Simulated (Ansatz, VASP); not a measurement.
MgO in VASP and in Ansatz

```xyz
2
Lattice="2.6233 0.0000 0.0000 0.0000 2.6233 0.0000 0.0000 0.0000 2.6233" Properties=species:S:1:pos:R:3 pbc="T T T"
Mg    0.0000    0.0000    0.0000
O     1.3117    1.3117    1.3117
```

Alike in both runs: task single point; functional r2SCAN; k mesh 8 × 8 × 8; no spin polarisation.

|  | VASP | Ansatz |
| --- | --- | --- |
| version | VASP 6.6.1 | Ansatz 0.2.0 |
| potentials or method | VASP PAW PBE potentials, release 64 (Mg_sv, O) | plane waves, PAW |
| plane-wave cutoff (eV) | 920 | 500 |
| occupations | gaussian, width 0.01 eV | fixed |
| valence electrons in the cell | 16 | 16 |

|  | VASP | Ansatz | Ansatz less VASP |
| --- | --- | --- | --- |
| gap on the k mesh at the Fermi level (eV) | 3.52 | 3.49 | -0.025 |
| pressure (GPa) | 0.7 | 0.0 | -0.66 |

VASP's potentials were made for PBE, not for r2SCAN.
